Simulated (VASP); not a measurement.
# C (R-3m) in VASP: further runs

Runs on C. Level: LDA. Tasks: single point, relaxation of shape and atoms at fixed volume, relaxation of cell and atoms.

Everything below comes from runs of VASP 6.6.1. Logs are shortened: lines on timing, memory, paths and dates and some standing lists are left out, and cuts for length are marked.

### 1 The cell of the first run

It takes space group R-3m (No. 166, trigonal). Conventional cell: a = 2.447 Å, b = 2.447 Å, c = 10.202 Å, α = 90.00°, β = 90.00°, γ = 120.00°. C (site symmetry 3m) has 3 C at 1.41 Å within 1.9 Å.

### 2 Single point, LDA (8.81 Å³/atom)

The input, INCAR:

```
SYSTEM = C
PREC = Accurate ; ENCUT = 520
EDIFF = 1E-6 ; ISMEAR = 0
SIGMA = 0.02 ; LREAL = .False.
LASPH = .True. ; NELM = 80
ALGO = Normal ; ISIF = 2
LWAVE = .False. ; LCHARG = .False.
GGA = CA ; NBANDS = 11
```

The input, KPOINTS:

```
Automatic mesh
0
Gamma
  12 12 12
  0 0 0
```

The input, POSCAR:

```
C
1.0
    1.2233132648      0.7062802427      3.4007237343
   -1.2233132648      0.7062802427      3.4007237343
    0.0000000000     -1.4125604855      3.4007237343
C
2
Direct
    0.8334098762      0.8334098762      0.8334098762
    0.1665901238      0.1665901238      0.1665901238
```

Potentials or basis: VASP PAW LDA potentials, release 64 (C).

On the command line:

```sh
$ cat potpaw_LDA.64/C/POTCAR > POTCAR
$ mpirun -np 1 vasp_std > vasp.out
```

OUTCAR:

```text
SYSTEM = C
   PREC = Accurate
   ENCUT = 520
   EDIFF = 1E-6
   ISMEAR = 0
   LREAL = .False.
   LASPH = .True.
   NELM = 80
   ISIF = 2
   GGA = CA

 ion  position               nearest neighbor table
   1  0.833  0.833  0.833-   2 1.41   2 1.41   2 1.41
   2  0.167  0.167  0.167-   1 1.41   1 1.41   1 1.41

  LATTYP: Found a trigonal (rhomboedric) cell.
 ALAT       =     3.6824243430
 COS(alpha) =     0.7792820266

  Lattice vectors:

 A1 = (   1.2233132648,   0.7062802427,   3.4007237343)
 A2 = (  -1.2233132648,   0.7062802427,   3.4007237343)
 A3 = (   0.0000000000,  -1.4125604855,   3.4007237343)

Analysis of symmetry for initial positions (statically):
=====================================================================
 Subroutine PRICEL returns:
 Original cell was already a primitive cell.

 Routine SETGRP: Setting up the symmetry group for a
 trigonal (rhombohedral) supercell.

 Subroutine GETGRP returns: Found 12 space group operations
 (whereof 12 operations were pure point group operations)
 out of a pool of 12 trial point group operations.

The static configuration has the point symmetry D_3d.

Analysis of symmetry for dynamics (positions and initial velocities):
=====================================================================
 Subroutine PRICEL returns:
 Original cell was already a primitive cell.

 Routine SETGRP: Setting up the symmetry group for a
 trigonal (rhombohedral) supercell.

 Subroutine GETGRP returns: Found 12 space group operations
 (whereof 12 operations were pure point group operations)
 out of a pool of 12 trial point group operations.

The dynamic configuration has the point symmetry D_3d.

 Subroutine INISYM returns: Found 12 space group operations
 (whereof 12 operations are pure point group operations),
 and found     1 'primitive' translations

----------------------------------------------------------------------------------------

                                     Primitive cell

  volume of cell :      17.6294

  direct lattice vectors                    reciprocal lattice vectors
     1.223313265  0.706280243  3.400723734     0.408726051  0.235978096  0.098018351
    -1.223313265  0.706280243  3.400723734    -0.408726051  0.235978096  0.098018351
     0.000000000 -1.412560486  3.400723734     0.000000000 -0.471956191  0.098018351

  length of vectors
     3.682424343  3.682424343  3.682424343     0.482027223  0.482027223  0.482027223

  position of ions in fractional coordinates (direct lattice)
     0.833409876  0.833409876  0.833409876
     0.166590124  0.166590124  0.166590124

  ion indices of the primitive-cell ions
   primitive index   ion index
                 1           1
                 2           2

----------------------------------------------------------------------------------------

 KPOINTS: Automatic mesh

Automatic generation of k-mesh.
 Grid dimensions read from file:
 generate k-points for:   12   12   12

 Generating k-lattice:

  Cartesian coordinates                     Fractional coordinates (reciprocal lattice)
     0.034060504  0.019664841  0.008168196     0.083333333  0.000000000  0.000000000
    -0.034060504  0.019664841  0.008168196     0.000000000  0.083333333  0.000000000
     0.000000000 -0.039329683  0.008168196     0.000000000  0.000000000  0.083333333

  Length of vectors
     0.040168935  0.040168935  0.040168935

  Shift w.r.t. Gamma in fractional coordinates (k-lattice)
     0.000000000  0.000000000  0.000000000

 Subroutine IBZKPT returns following result:
 ===========================================

 Found    189 irreducible k-points:

 Following reciprocal coordinates:
            Coordinates               Weight
  0.000000  0.000000  0.000000      1.000000
  0.083333 -0.000000  0.000000      6.000000
  0.166667 -0.000000 -0.000000      6.000000
  0.250000  0.000000  0.000000      6.000000
  0.333333  0.000000  0.000000      6.000000
  0.416667  0.000000  0.000000      6.000000
[... 16 lines left out ...]
  0.500000  0.166667  0.000000     12.000000
 -0.416667  0.166667 -0.000000     12.000000
 [... further k-points ...]
   k-points           NKPTS =    189   k-points in BZ     NKDIM =    189   number of bands    NBANDS=     11
   number of dos      NEDOS =    301   number of ions     NIONS =      2
   total plane-waves  NPLWV =  21952
   dimension x,y,z NGX =    28 NGY =   28 NGZ =   28
   dimension x,y,z NGXF=    56 NGYF=   56 NGZF=   56
   ions per type =               2
   NGX,Y,Z   is equivalent  to a cutoff of  12.64, 12.64, 12.64 a.u.
   NGXF,Y,Z  is equivalent  to a cutoff of  25.28, 25.28, 25.28 a.u.
 SYSTEM =  C
   PREC   = accura    normal or accurate (medium, high low for compatibility)
   ISTART =      0    job   : 0-new  1-cont  2-samecut
   ICHARG =      2    charge: 1-file 2-atom 10-const
   ISPIN  =      1    spin polarized calculation?
   LNONCOLLINEAR =      F non collinear calculations
   LSORBIT =      F    spin-orbit coupling
   LASPH  =      T    aspherical Exc in radial PAW
   ENCUT  =  520.0 eV  38.22 Ry    6.18 a.u.   6.85  6.85  6.85*2*pi/ulx,y,z
   NELM   =     80;   NELMIN=  2; NELMDL= -5     # of ELM steps
   EDIFF  = 0.1E-05   stopping-criterion for ELM
   LREAL  =      F    real-space projection
   EDIFFG = 0.1E-04   stopping-criterion for IOM
   NSW    =      0    number of steps for IOM
   IBRION =     -1    ionic relax: 0-MD 1-quasi-New 2-CG
   NFREE  =      0    steps in history (QN), initial steepest desc. (CG)
   ISIF   =      2    stress and relaxation
   ISYM   =      2    0-nonsym 1-usesym 2-fastsym
   POTIM  = 0.5000    time-step for ionic-motion
   TEBEG  =    0.0;   TEEND  =   0.0 temperature during run
   PSTRESS=    0.0 pullay stress
   NELECT =       8.0000    total number of electrons
   NUPDOWN=      -1.0000    fix difference up-down
   EMIN   =  10.00;   EMAX   =-10.00  energy-range for DOS
   EFERMI =   0.00;   METHOD = LEGACY
   ISMEAR =     0;   SIGMA  =   0.02  broadening in eV -4-tet -1-fermi 0-gaus
   EFERMI_NEDOS =   21; number of points for ismear=-14 and -15
   IALGO  =     38    algorithm
   IMIX   =      4    mixing-type and parameters
     AMIX     =   0.40;   BMIX     =  1.00
     AMIX_MAG =   1.60;   BMIX_MAG =  1.00
  volume/ion in A,a.u.               =       8.81        59.48
  Fermi-wavevector in a.u.,A,eV,Ry     =   1.258034  2.377340 21.533254  1.582650
  Thomas-Fermi vector in A             =   2.391664
   LORBIT       =      0    0 simple, 1 ext, 2 COOP (PROOUT), +10 PAW based schemes
   GGA     = CA    functional components
   LHFCALC =     F    Hartree Fock is set to
   AEXX    =    0.0000 exact exchange contribution
   IVDW    =     0    specifies the selected vdW correction
   LEPSILON=     F    determine dielectric tensor
   LRPA    =     F    only Hartree local field effects (RPA)
 non-spin polarized calculation
 Gauss-broadening in eV      SIGMA  =   0.02
  energy-cutoff  :      520.00
  volume of cell :       17.63
 maximum number of plane-waves:       493
   NGX = 13   NGY = 13   NGZ = 13

 number of electron       8.0000000 magnetization

 Free energy of the ion-electron system (eV)
  ---------------------------------------------------
  ext. energy  EPLUGINS =         0.00000000
  ---------------------------------------------------
  free energy    TOTEN  =       -20.22219715 eV

  energy without entropy =      -20.22219715  energy(sigma->0) =      -20.22219715

 E-fermi :   4.4454     XC(G=0): -10.7114

 val. band max:        4.2550740090   @ k =  -0.3333   0.3333   0.0000
 cond. band min:       4.8756563220   @ k =  -0.3333   0.3333   0.0000
 fundamental gap:      0.6205823129
 Fermi energy:         4.4454296817

 k-point     1 :       0.0000    0.0000    0.0000
  band No.  band energies     occupation
      1     -15.0321      2.00000
      2      -2.2007      2.00000
      3       1.5808      2.00000
      4       1.5808      2.00000
      5       8.2476      0.00000
      6      13.0368      0.00000
      7      13.0368      0.00000
      8      16.1104      0.00000
      9      18.0213      0.00000
     10      27.2492      0.00000
     11      29.4244      0.00000

 k-point     2 :       0.0833   -0.0000    0.0000
  band No.  band energies     occupation
      1     -14.8631      2.00000
      2      -2.0261      2.00000
      3       0.9412      2.00000
      4       1.2367      2.00000
      5       8.4884      0.00000
      6      13.1250      0.00000
      7      13.7430      0.00000
      8      15.5277      0.00000
      9      18.2865      0.00000
     10      27.7600      0.00000
     11      28.4391      0.00000

 k-point     3 :       0.1667   -0.0000   -0.0000
  band No.  band energies     occupation
      1     -14.3585      2.00000
      2      -1.5059      2.00000
      3      -0.6811      2.00000
      4       0.4321      2.00000
      5       9.2085      0.00000
      6      13.1525      0.00000
      7      13.9934      0.00000
      8      15.6116      0.00000
      9      19.1110      0.00000
     10      25.9732      0.00000
     11      28.7052      0.00000

 k-point     4 :       0.2500    0.0000    0.0000
  band No.  band energies     occupation
      1     -13.5249      2.00000
      2      -2.7780      2.00000
      3      -0.6534      2.00000
      4      -0.4602      2.00000
      5      10.3773      0.00000
      6      11.8863      0.00000
      7      13.0168      0.00000
      8      18.1934      0.00000
      9      20.1737      0.00000
     10      23.8635      0.00000
     11      26.9943      0.00000

 k-point     5 :       0.3333    0.0000    0.0000
  band No.  band energies     occupation
      1     -12.3750      2.00000
      2      -4.9956      2.00000
      3      -1.2033      2.00000
      4       0.4887      2.00000
      5       9.5803      0.00000
      6      12.0075      0.00000
      7      12.8116      0.00000
      8      20.1370      0.00000
      9      21.0608      0.00000
     10      23.0934      0.00000
     11      25.7827      0.00000
[... 211 lines left out ...]
 k-point    21 :       0.3333    0.1667    0.0000
  band No.  band energies     occupation
      1     -12.9912      2.00000
      2      -3.0738      2.00000
      3      -1.8631      2.00000
      4      -0.4643      2.00000
      5      10.9347      0.00000
      6      11.8072      0.00000
      7      14.7888      0.00000
      8      16.5887      0.00000
      9      21.1723      0.00000
     10      22.4836      0.00000
     11      27.7728      0.00000

 k-point    22 :       0.4167    0.1667    0.0000
  band No.  band energies     occupation
      1     -11.8491      2.00000
      2      -4.8431      2.00000
      3      -2.9012      2.00000
      4       0.6553      2.00000
      5       9.1153      0.00000
      6      13.3814      0.00000
      7      15.2555      0.00000
      8      17.6018      0.00000
      9      19.6342      0.00000
     10      23.4107      0.00000
     11      26.7146      0.00000

 k-point    23 :       0.5000    0.1667    0.0000
  band No.  band energies     occupation
      1     -10.4318      2.00000
      2      -6.8067      2.00000
      3      -3.4641      2.00000
      4       1.9976      2.00000
      5       7.3363      0.00000
      6      14.8155      0.00000
      7      15.2653      0.00000
      8      17.7300      0.00000
      9      19.3734      0.00000
     10      23.0777      0.00000
     11      27.7796      0.00000

 k-point    24 :      -0.4167    0.1667   -0.0000
  band No.  band energies     occupation
      1      -9.1410      2.00000
      2      -8.3040      2.00000
      3      -3.6482      2.00000
      4       3.0506      2.00000
      5       6.1801      0.00000
      6      15.0030      0.00000
      7      15.6448      0.00000
      8      16.6591      0.00000
      9      19.8726      0.00000
     10      23.7439      0.00000
     11      27.5568      0.00000

 [... further k-points ...]

------------------------ aborting loop because EDIFF is reached ----------------------------------------

  FORCE on cell =-STRESS in cart. coord.  units (eV):
  Direction    XX          YY          ZZ          XY          YZ          ZX
  --------------------------------------------------------------------------------------
  -------------------------------------------------------------------------------------
  Total        0.0535943      0.0535943     -0.0985583      0.0000000      0.0000000      0.0000000
  in kB        4.8707021      4.8707021     -8.9570768      0.0000000      0.0000000      0.0000000
  external PRESSURE =       0.2614425 kB  Pullay stress =       0.0000000 kB

 VOLUME and BASIS-vectors are now :
 -----------------------------------------------------------------------------
  energy-cutoff  :      520.00
  volume of cell :       17.63
      direct lattice vectors                 reciprocal lattice vectors
     1.223313265  0.706280243  3.400723734     0.408726051  0.235978096  0.098018351
    -1.223313265  0.706280243  3.400723734    -0.408726051  0.235978096  0.098018351
     0.000000000 -1.412560486  3.400723734     0.000000000 -0.471956191  0.098018351

 POSITION                                       TOTAL-FORCE (eV/Angst)
 -----------------------------------------------------------------------------------
      0.00000     -0.00000      8.50259         0.000000      0.000000     -0.000605
      0.00000     -0.00000      1.69958         0.000000     -0.000000      0.000605
 -----------------------------------------------------------------------------------
    total drift:                                0.000000     -0.000000     -0.000000

  FREE ENERGIE OF THE ION-ELECTRON SYSTEM (eV)
  ---------------------------------------------------
  free  energy   TOTEN  =       -20.2221971485 eV

  energy  without entropy=      -20.2221971485  energy(sigma->0) =      -20.22219715
```

Wall time 47 s (1 thread of Intel Xeon 8259CL, shared host); peak memory 0.15 GiB.

What came out:

```
Free energy : -20.2222 eV
Pressure    : 0.0 GPa
```

### 3 Single point, LDA (9.07 Å³/atom)

This run uses another cell than the first one, of 9.07 Å³/atom.

The input, INCAR:

```
  PREC = Accurate
  ENCUT = 520
  EDIFF = 1E-6
  ISMEAR = 0
  SIGMA = 0.02
  LREAL = False
  LASPH = True
  NELM = 60
  ALGO = Normal
  ISIF = 2
  LWAVE = False
  LCHARG = True
  LELF = True
  LVHAR = True
  NBANDS = 11
```

The input, KPOINTS:

```
regular mesh
0
Gamma
  12 12 12
```

The input, POSCAR:

```
C
1.0
    1.2238312964      0.7065793284      3.4968117513
   -1.2238312964      0.7065793284      3.4968117513
    0.0000000000     -1.4131586568      3.4968117513
C
2
Direct
    0.8333935013      0.8333935013      0.8333935013
    0.1666064987      0.1666064987      0.1666064987
```

Potentials or basis: VASP PAW LDA potentials, release 64 (C).

On the command line:

```sh
$ cat potpaw_LDA.64/C/POTCAR > POTCAR
$ mpirun -np 1 vasp_std > vasp.out
```

It took 47 s on 1 thread of Intel Xeon 8259CL, shared host; peak memory 0.15 GiB.

Results (log left out):

| Property | Result |
| --- | --- |
| Free energy | -20.2191 eV |
| Pressure | -0.5 GPa |

Stress tensor (GPa, compression positive):
```
 0.00  0.00  0.00
 0.00  0.00  0.00
 0.00  0.00 -1.36
```

### 4 Relaxation of shape and atoms at fixed volume, LDA (8.04 Å³/atom)

This run uses another cell than the first one, of 8.04 Å³/atom.

The input, INCAR:

```
PREC = Accurate
ENCUT = 600
EDIFF = 1E-6
ISMEAR = 0
SIGMA = 0.02
LREAL = False
LASPH = True
NELM = 100
ALGO = Normal
ISIF = 4
LWAVE = False
LCHARG = False
GGA = CA
IBRION = 2
NSW = 50
EDIFFG = -0.01
```

The input, KPOINTS:

```
Automatic mesh
0
Gamma
  12 12 12
```

The input, POSCAR:

```
C
1.0
    1.2086854535      0.6978348719      3.1791481039
   -1.2086854535      0.6978348719      3.1791481039
    0.0000000000     -1.3956697439      3.1791481039
C
2
Direct
    0.8334545260      0.8334545260      0.8334545260
    0.1665454740      0.1665454740      0.1665454740
```

On the command line:

```sh
$ cat potpaw_LDA.64/C/POTCAR > POTCAR
$ mpirun -np 1 vasp_std > vasp.out
```

It took 78 s on 1 thread of Intel Xeon 8259CL, shared host; peak memory 0.14 GiB.

Results (log left out):

```yaml
Free_energy: -20.2207 eV
Energy_gained_by_relaxing: 7.8 meV/atom
Ionic_steps: 3
Pressure_after_relaxing: 2.5 GPa
Largest_force_after_relaxing: 0.010 eV/Å
```

Forces in eV/Å, atoms in the order of the input:
```
C    0.000  0.000  0.010
C    0.000  0.000 -0.010
```

Step by step:
```
step  energy change (eV)  largest force (eV/Å)  pressure (GPa)  volume (Å³)
   1              0.0000                0.0033           11.66        16.09
   2             -0.0144                0.0122            0.04        16.09
   3             -0.0156                0.0098            2.49        16.09
```

Final structure:
```yaml
crystal:
  lattice:
    - [1.22076, 0.70481, 3.11655]
    - [-1.22076, 0.70481, 3.11655]
    - [0.00000, -1.40962, 3.11655]
  atoms:
    - { symbol: C, position: [0.83347, 0.83347, 0.83347] }
    - { symbol: C, position: [0.16653, 0.16653, 0.16653] }
```

(Part 1 of 2 ends here.)
